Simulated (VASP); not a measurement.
The system is Si.

```
Si
1.0
     0.00000    2.71356    2.71356
     2.71356    0.00000    2.71356
     2.71356    2.71356    0.00000
Si
2
Direct
  0.75000 0.75000 0.75000
  0.50000 0.50000 0.50000
```

```yaml
Program: VASP 6.6.1
Task: relaxation of cell and atoms
Functional: PBE
Potentials_or_basis: VASP PAW PBE potentials, release 64 (Si)
Cutoff: 600 eV
k_mesh: 10 × 10 × 10
Occupations: gaussian, width 0.02 eV
Spin: no spin polarisation
```

At the start: pressure 2.1 GPa; volume 19.98 Å³/atom.

Q: How do energy, volume and symmetry change on relaxing?

A: Over 3 steps the energy falls by 3.0 meV/atom and the volume is 20.44 Å³/atom (+2.3 %); space group Fd-3m (No. 227, to 0.05 Å).

The path:
```csv
step,energy change (eV),largest force (eV/Å),pressure (GPa),volume (Å³)
1,0.0000,0.0000,2.15,39.96
2,-0.0033,0.0000,-1.34,41.53
3,-0.0060,0.0000,0.01,40.89
```

Final structure:
```cif
data_structure
_symmetry_space_group_name_H-M 'P 1'
_symmetry_Int_Tables_number 1
_cell_length_a 3.8669
_cell_length_b 3.8669
_cell_length_c 3.8669
_cell_angle_alpha 60.000
_cell_angle_beta 60.000
_cell_angle_gamma 60.000
_cell_volume 40.89
loop_
_atom_site_label
_atom_site_type_symbol
_atom_site_fract_x
_atom_site_fract_y
_atom_site_fract_z
_atom_site_occupancy
Si1 Si 0.75000 0.75000 0.75000 1
Si2 Si 0.50000 0.50000 0.50000 1
```
